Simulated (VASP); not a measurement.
# SnO (Romarchite) (P4/nmm) in VASP: notebook

SnO (Romarchite) is run at these levels: PBE; tasks: single point.

Program: VASP 6.6.1. These are calculated values, not measurements. Logs are shortened: lines on timing, memory, paths and dates and some standing lists are left out, and cuts for length are marked.

**1. The cell of the first run**

The structure is tetragonal, space group P4/nmm (No. 129). Conventional cell: a = 3.799 Å, b = 3.799 Å, c = 4.841 Å, α = 90.00°, β = 90.00°, γ = 90.00°. Sn (site symmetry 4mm) has 4 O at 2.22 Å within 2.9 Å. O (site symmetry -4m2) has 4 Sn at 2.22 Å and 4 O at 2.69 Å within 2.9 Å.

**2. Single point, PBE**

Contents of INCAR:

```
PREC = Accurate ; ENCUT = 520
EDIFF = 1E-6 ; ISMEAR = 0
SIGMA = 0.01 ; LREAL = F
LASPH = T ; NELM = 100
ALGO = Normal ; ISIF = 2
LWAVE = F ; LCHARG = T
GGA = PE ; LELF = T
LVHAR = T ; NBANDS = 28
```

Contents of KPOINTS:

```
regular mesh
0
Gamma
  2 2 2
```

Contents of POSCAR:

```
SnO
1.0
    3.7986000000      0.0000000000      0.0000000000
    0.0000000000      3.7986000000      0.0000000000
    0.0000000000      0.0000000000      4.8408000000
Sn O
2 2
Direct
    0.5000000000      0.0000000000      0.2369000000
    0.0000000000      0.5000000000      0.7631000000
    0.0000000000      0.0000000000      0.0000000000
    0.5000000000      0.5000000000      0.0000000000
```

Potentials or basis: VASP PAW PBE potentials, release 64 (Sn_d, O).

On the command line:

```bash
$ cat potpaw_PBE.64/Sn_d/POTCAR potpaw_PBE.64/O/POTCAR > POTCAR
$ mpirun -np 1 vasp_std > vasp.out
```

OUTCAR:

```text
PREC = Accurate
   ENCUT = 520
   EDIFF = 1E-6
   ISMEAR = 0
   LREAL = F
   LASPH = T
   NELM = 100
   ISIF = 2
   GGA = PE

 ion  position               nearest neighbor table
   1  0.500  0.000  0.237-   3 2.22   4 2.22   4 2.22   3 2.22   2 3.53   2 3.53   2 3.53   2 3.53
                             2 3.70   2 3.70   2 3.70   2 3.70
   2  0.000  0.500  0.763-   3 2.22   4 2.22   3 2.22   4 2.22   1 3.53   1 3.53   1 3.53   1 3.53
                             1 3.70   1 3.70   1 3.70   1 3.70
   3  0.000  0.000  0.000-   1 2.22   2 2.22   2 2.22   1 2.22
   4  0.500  0.500  0.000-   1 2.22   2 2.22   1 2.22   2 2.22

  LATTYP: Found a simple tetragonal cell.
 ALAT       =     3.7986000000
 C/A-ratio  =     1.2743642395

  Lattice vectors:

 A1 = (   3.7986000000,   0.0000000000,   0.0000000000)
 A2 = (   0.0000000000,   3.7986000000,   0.0000000000)
 A3 = (   0.0000000000,   0.0000000000,   4.8408000000)

Analysis of symmetry for initial positions (statically):
=====================================================================
 Subroutine PRICEL returns:
 Original cell was already a primitive cell.

 Routine SETGRP: Setting up the symmetry group for a
 simple tetragonal supercell.

 Subroutine GETGRP returns: Found 16 space group operations
 (whereof  8 operations were pure point group operations)
 out of a pool of 16 trial point group operations.

The static configuration has the point symmetry D_2d.
 The point group associated with its full space group is D_4h.

Analysis of symmetry for dynamics (positions and initial velocities):
=====================================================================
 Subroutine PRICEL returns:
 Original cell was already a primitive cell.

 Routine SETGRP: Setting up the symmetry group for a
 simple tetragonal supercell.

 Subroutine GETGRP returns: Found 16 space group operations
 (whereof  8 operations were pure point group operations)
 out of a pool of 16 trial point group operations.

The dynamic configuration has the point symmetry D_2d.
 The point group associated with its full space group is D_4h.

 Subroutine INISYM returns: Found 16 space group operations
 (whereof  8 operations are pure point group operations),
 and found     1 'primitive' translations

----------------------------------------------------------------------------------------

                                     Primitive cell

[... 73 lines left out ...]
   ENCUT  =  520.0 eV  38.22 Ry    6.18 a.u.   7.06  7.06  9.00*2*pi/ulx,y,z
   NELM   =    100;   NELMIN=  2; NELMDL= -5     # of ELM steps
   EDIFF  = 0.1E-05   stopping-criterion for ELM
   LREAL  =      F    real-space projection
   EDIFFG = 0.1E-04   stopping-criterion for IOM
   NSW    =      0    number of steps for IOM
   IBRION =     -1    ionic relax: 0-MD 1-quasi-New 2-CG
   NFREE  =      0    steps in history (QN), initial steepest desc. (CG)
   ISIF   =      2    stress and relaxation
   ISYM   =      2    0-nonsym 1-usesym 2-fastsym
   POTIM  = 0.5000    time-step for ionic-motion
   TEBEG  =    0.0;   TEEND  =   0.0 temperature during run
   PSTRESS=    0.0 pullay stress
   NELECT =      40.0000    total number of electrons
   NUPDOWN=      -1.0000    fix difference up-down
   EMIN   =  10.00;   EMAX   =-10.00  energy-range for DOS
   EFERMI =   0.00;   METHOD = LEGACY
   ISMEAR =     0;   SIGMA  =   0.01  broadening in eV -4-tet -1-fermi 0-gaus
   EFERMI_NEDOS =   21; number of points for ismear=-14 and -15
   IALGO  =     38    algorithm
   IMIX   =      4    mixing-type and parameters
     AMIX     =   0.40;   BMIX     =  1.00
     AMIX_MAG =   1.60;   BMIX_MAG =  1.00
  volume/ion in A,a.u.               =      17.46       117.84
  Fermi-wavevector in a.u.,A,eV,Ry     =   1.359482  2.569048 25.146163  1.848191
  Thomas-Fermi vector in A             =   2.486226
   LORBIT       =      0    0 simple, 1 ext, 2 COOP (PROOUT), +10 PAW based schemes
   GGA     = PE    functional components
   LHFCALC =     F    Hartree Fock is set to
   AEXX    =    0.0000 exact exchange contribution
   IVDW    =     0    specifies the selected vdW correction
   LEPSILON=     F    determine dielectric tensor
   LRPA    =     F    only Hartree local field effects (RPA)
 non-spin polarized calculation
 Gauss-broadening in eV      SIGMA  =   0.01
  energy-cutoff  :      520.00
  volume of cell :       69.85
 maximum number of plane-waves:      1892
   NGX = 15   NGY = 15   NGZ = 19

 number of electron      39.9999994 magnetization

 Free energy of the ion-electron system (eV)
  ---------------------------------------------------
  ext. energy  EPLUGINS =         0.00000000
  ---------------------------------------------------
  free energy    TOTEN  =       -22.75358295 eV

  energy without entropy =      -22.75342468  energy(sigma->0) =      -22.75350382

 E-fermi :   7.2754     XC(G=0): -10.2740

 val. band max:        7.2604750624   @ k =   0.0000   0.0000   0.0000
 cond. band min:       7.2922627387   @ k =   0.5000   0.5000   0.0000
 fundamental gap:      0.0317876762
 Fermi energy:         7.2754243500

 k-point     1 :       0.0000    0.0000    0.0000
  band No.  band energies     occupation
      1     -14.8375      2.00000
      2     -14.3872      2.00000
      3     -14.3800      2.00000
      4     -14.3800      2.00000
      5     -14.3423      2.00000
      6     -14.3228      2.00000
[... 175 lines left out ...]
     27      17.3671      0.00000
     28      17.3671      0.00000

------------------------ aborting loop because EDIFF is reached ----------------------------------------

  FORCE on cell =-STRESS in cart. coord.  units (eV):
  Direction    XX          YY          ZZ          XY          YZ          ZX
  --------------------------------------------------------------------------------------
  -------------------------------------------------------------------------------------
  Total        2.3615660      2.3615660      1.1126298      0.0000000      0.0000000      0.0000000
  in kB       54.1684499     54.1684499     25.5209591      0.0000000      0.0000000      0.0000000
  external PRESSURE =      44.6192863 kB  Pullay stress =       0.0000000 kB

 VOLUME and BASIS-vectors are now :
 -----------------------------------------------------------------------------
  energy-cutoff  :      520.00
  volume of cell :       69.85
      direct lattice vectors                 reciprocal lattice vectors
     3.798600000  0.000000000  0.000000000     0.263254883  0.000000000  0.000000000
     0.000000000  3.798600000  0.000000000     0.000000000  0.263254883  0.000000000
     0.000000000  0.000000000  4.840800000     0.000000000  0.000000000  0.206577425

 POSITION                                       TOTAL-FORCE (eV/Angst)
 -----------------------------------------------------------------------------------
      1.89930      0.00000      1.14679        -0.000000      0.000000      0.313289
      0.00000      1.89930      3.69401         0.000000      0.000000     -0.313289
      0.00000      0.00000      0.00000         0.000000      0.000000     -0.000000
      1.89930      1.89930      0.00000         0.000000     -0.000000     -0.000000
 -----------------------------------------------------------------------------------
    total drift:                                0.000000      0.000000      0.000000

  FREE ENERGIE OF THE ION-ELECTRON SYSTEM (eV)
  ---------------------------------------------------
  free  energy   TOTEN  =       -22.7535829476 eV

  energy  without entropy=      -22.7534246836  energy(sigma->0) =      -22.75350382
```

OSZICAR:

```text
N       E                     dE             d eps       ncg     rms          rms(c)
DAV:   1     0.416125024200E+03    0.41613E+03   -0.19863E+04   352   0.219E+03
DAV:   2     0.377170849516E+02   -0.37841E+03   -0.36261E+03   352   0.538E+02
DAV:   3    -0.233656412291E+02   -0.61083E+02   -0.59082E+02   376   0.180E+02
[... 11 lines left out ...]
DAV:  15    -0.227536085966E+02    0.10161E-04   -0.59226E-06   312   0.241E-02    0.359E-02
DAV:  16    -0.227535855857E+02    0.23011E-04   -0.28025E-05   412   0.400E-02    0.233E-02
DAV:  17    -0.227535844999E+02    0.10858E-05   -0.98085E-06   356   0.201E-02    0.254E-02
DAV:  18    -0.227535833889E+02    0.11110E-05   -0.14783E-06   244   0.117E-02    0.251E-02
DAV:  19    -0.227535829476E+02    0.44122E-06   -0.37545E-07   168   0.626E-03
   1 F= -.22753583E+02 E0= -.22753504E+02  d E =-.158264E-03
```

It took 18 s on 1 thread of Intel Xeon 6975P-C (Granite Rapids), shared host; peak memory 0.17 GiB.

What came out:

| Quantity | Value |
| --- | --- |
| Free energy | -22.7536 eV |
| Pressure | 4.5 GPa |
| Largest force | 0.313 eV/Å |
| Band gap on the k mesh | 0.03 eV, indirect (least direct gap 1.97 eV) |

Forces in eV/Å, atoms in the order of the input:
```
Sn   0.000  0.000  0.313
Sn   0.000  0.000 -0.313
O    0.000  0.000  0.000
O    0.000  0.000  0.000
```

Caveat: the k points lie up to 0.83 Å⁻¹ apart; spin-orbit coupling is left out, which moves the levels of the heavy elements. A k mesh can miss the band edges.

**3. Single point, PBE**

Contents of INCAR:

```
SYSTEM = SnO
  ALGO = Normal
  EDIFF = 1E-6
  ENCUT = 520
  GGA = PE
  ISIF = 2
  ISMEAR = 0
  LASPH = .TRUE.
  LCHARG = .FALSE.
  LREAL = .FALSE.
  LWAVE = .FALSE.
  NBANDS = 28
  NELM = 80
  PREC = Accurate
  SIGMA = 0.01
```

Contents of KPOINTS:

```
k-points
0
G
  3 3 3
  0 0 0
```

POSCAR is that of step 2.

Potentials or basis: VASP PAW PBE potentials, release 64 (Sn_d, O).

On the command line:

```bash
$ cat potpaw_PBE.64/Sn_d/POTCAR potpaw_PBE.64/O/POTCAR > POTCAR
$ mpirun -np 1 vasp_std > vasp.out
```

OUTCAR:

```text
SYSTEM = SnO
   EDIFF = 1E-6
   ENCUT = 520
   GGA = PE
   ISIF = 2
   ISMEAR = 0
   LASPH = .TRUE.
   LREAL = .FALSE.
   NELM = 80
   PREC = Accurate

 ion  position               nearest neighbor table
   1  0.500  0.000  0.237-   3 2.22   4 2.22   4 2.22   3 2.22   2 3.53   2 3.53   2 3.53   2 3.53
                             2 3.70   2 3.70   2 3.70   2 3.70
   2  0.000  0.500  0.763-   3 2.22   4 2.22   3 2.22   4 2.22   1 3.53   1 3.53   1 3.53   1 3.53
                             1 3.70   1 3.70   1 3.70   1 3.70
   3  0.000  0.000  0.000-   1 2.22   2 2.22   2 2.22   1 2.22
   4  0.500  0.500  0.000-   1 2.22   2 2.22   1 2.22   2 2.22

  LATTYP: Found a simple tetragonal cell.
 ALAT       =     3.7986000000
 C/A-ratio  =     1.2743642395

  Lattice vectors:

 A1 = (   3.7986000000,   0.0000000000,   0.0000000000)
 A2 = (   0.0000000000,   3.7986000000,   0.0000000000)
 A3 = (   0.0000000000,   0.0000000000,   4.8408000000)

Analysis of symmetry for initial positions (statically):
=====================================================================
[... 156 lines left out ...]

  energy without entropy =      -22.67793061  energy(sigma->0) =      -22.67793061

 E-fermi :   7.3061     XC(G=0): -10.2694

 val. band max:        7.2414032229   @ k =   0.0000   0.0000   0.0000
 cond. band min:       8.2993557659   @ k =   0.3333   0.3333   0.0000
 fundamental gap:      1.0579525429
 Fermi energy:         7.3061124004

 k-point     1 :       0.0000    0.0000    0.0000
  band No.  band energies     occupation
      1     -14.8358      2.00000
      2     -14.3735      2.00000
      3     -14.3732      2.00000
      4     -14.3732      2.00000
      5     -14.3282      2.00000
      6     -14.3175      2.00000
[... 175 lines left out ...]
     27      15.8718      0.00000
     28      16.5750      0.00000

------------------------ aborting loop because EDIFF is reached ----------------------------------------

  FORCE on cell =-STRESS in cart. coord.  units (eV):
  Direction    XX          YY          ZZ          XY          YZ          ZX
  --------------------------------------------------------------------------------------
  -------------------------------------------------------------------------------------
  Total        2.3460004      2.3460004      1.6477573      0.0000000      0.0000000      0.0000000
  in kB       53.8114137     53.8114137     37.7954539      0.0000000      0.0000000      0.0000000
  external PRESSURE =      48.4727604 kB  Pullay stress =       0.0000000 kB

 VOLUME and BASIS-vectors are now :
 -----------------------------------------------------------------------------
  energy-cutoff  :      520.00
  volume of cell :       69.85
      direct lattice vectors                 reciprocal lattice vectors
     3.798600000  0.000000000  0.000000000     0.263254883  0.000000000  0.000000000
     0.000000000  3.798600000  0.000000000     0.000000000  0.263254883  0.000000000
     0.000000000  0.000000000  4.840800000     0.000000000  0.000000000  0.206577425

 POSITION                                       TOTAL-FORCE (eV/Angst)
 -----------------------------------------------------------------------------------
      1.89930      0.00000      1.14679         0.000000      0.000000      0.657672
      0.00000      1.89930      3.69401        -0.000000      0.000000     -0.657672
      0.00000      0.00000      0.00000        -0.000000      0.000000      0.000000
      1.89930      1.89930      0.00000        -0.000000     -0.000000      0.000000
 -----------------------------------------------------------------------------------
    total drift:                                0.000000      0.000000      0.000000

  FREE ENERGIE OF THE ION-ELECTRON SYSTEM (eV)
  ---------------------------------------------------
  free  energy   TOTEN  =       -22.6779306140 eV

  energy  without entropy=      -22.6779306140  energy(sigma->0) =      -22.67793061
```

OSZICAR:

```text
N       E                     dE             d eps       ncg     rms          rms(c)
DAV:   1     0.413443841249E+03    0.41344E+03   -0.19987E+04   348   0.218E+03
DAV:   2     0.358384124250E+02   -0.37761E+03   -0.36147E+03   340   0.530E+02
DAV:   3    -0.236949154852E+02   -0.59533E+02   -0.58532E+02   388   0.180E+02
DAV:   4    -0.262628689026E+02   -0.25680E+01   -0.25577E+01   384   0.407E+01
DAV:   5    -0.263208427293E+02   -0.57974E-01   -0.57969E-01   360   0.653E+00    0.117E+01
DAV:   6    -0.227054113241E+02    0.36154E+01   -0.16794E+01   532   0.442E+01    0.490E+00
DAV:   7    -0.226964910466E+02    0.89203E-02   -0.19313E+00   416   0.853E+00    0.247E+00
DAV:   8    -0.226852459879E+02    0.11245E-01   -0.28287E-01   464   0.362E+00    0.808E-01
DAV:   9    -0.226769456763E+02    0.83003E-02   -0.47635E-02   532   0.230E+00    0.232E-01
DAV:  10    -0.226781153962E+02   -0.11697E-02   -0.65584E-03   456   0.719E-01    0.120E-01
DAV:  11    -0.226779143381E+02    0.20106E-03   -0.16206E-03   504   0.379E-01    0.241E-02
DAV:  12    -0.226779384513E+02   -0.24113E-04   -0.19827E-04   356   0.832E-02    0.311E-02
DAV:  13    -0.226779303534E+02    0.80979E-05   -0.32631E-05   336   0.490E-02    0.368E-03
DAV:  14    -0.226779306140E+02   -0.26055E-06   -0.59291E-06   408   0.146E-02
   1 F= -.22677931E+02 E0= -.22677931E+02  d E =-.136441E-21
```

Run time: 12 s. Hardware: 1 thread of Intel Xeon 6975P-C (Granite Rapids), shared host; peak memory 0.16 GiB.

Results:

- Free energy: -22.6779 eV
- Pressure: 4.8 GPa
- Largest force: 0.658 eV/Å
- Band gap on the k mesh: 1.06 eV, indirect (least direct gap 2.09 eV)

Forces on the atoms (eV/Å):
```
Sn   0.000  0.000  0.658
Sn   0.000  0.000 -0.658
O    0.000  0.000  0.000
O    0.000  0.000  0.000
```

Caveat: the k points lie up to 0.55 Å⁻¹ apart; spin-orbit coupling is left out, which moves the levels of the heavy elements.

**4. Single point, PBE**

Contents of INCAR:

```
ALGO     = Normal         # electronic algorithm
EDIFF    = 1E-7           # SCF threshold, eV
ENCUT    = 520            # plane-wave cutoff, eV
GGA      = PE             # functional
ISIF     = 2              # what is computed and relaxed
ISMEAR   = 0              # smearing method
LASPH    = True           # aspherical terms in the spheres
LCHARG   = True           # write CHGCAR
LELF     = True           # ELF
LREAL    = False          # projectors in reciprocal space
LVHAR    = True         
LWAVE    = False          # write WAVECAR
NBANDS   = 28             # bands
NELM     = 80             # most SCF steps
PREC     = Accurate       # precision mode
SIGMA    = 0.01           # smearing width, eV
```

Contents of KPOINTS:

```
k-points
0
Gamma
  5 5 4
```

POSCAR is that of step 3.

On the command line:

```bash
$ cat potpaw_PBE.64/Sn_d/POTCAR potpaw_PBE.64/O/POTCAR > POTCAR
$ mpirun -np 1 vasp_std > vasp.out
```

Wall time 31 s (1 thread of Intel Xeon 6975P-C (Granite Rapids), shared host); peak memory 0.18 GiB.

Results (log left out):

| Quantity | Value |
| --- | --- |
| Free energy | -22.6572 eV |
| Pressure | 5.1 GPa |
| Largest force | 0.580 eV/Å |
| Band gap on the k mesh | 0.49 eV, indirect (least direct gap 2.08 eV) |

Forces in eV/Å, atoms in the order of the input:
```
Sn   0.000  0.000  0.580
Sn   0.000  0.000 -0.580
O    0.000  0.000  0.000
O    0.000  0.000  0.000
```

Stress tensor (GPa, compression positive):
```
5.50 0.00 0.00
0.00 5.50 0.00
0.00 0.00 4.36
```

Levels at points of the mesh, in eV from the valence-band top:
| k point | band 16 | band 17 | band 18 | band 19 | band 20 | band 21 | band 22 | band 23 | band 24 | band 25 |
| --- | --- | --- | --- | --- | --- | --- | --- | --- | --- | --- |
| (0.00, 0.00, 0.00) | -6.38 | -3.56 | -3.26 | -3.26 | 0.00 | 2.08 | 4.32 | 4.70 | 4.70 | 5.71 |
| (0.00, 0.00, 0.50) | -3.63 | -3.28 | -3.28 | -3.13 | -2.28 | 1.67 | 2.96 | 2.96 | 3.68 | 7.88 |

Caveat: spin-orbit coupling is left out, which moves the levels of the heavy elements.

(Continued in part 2 of 2.)
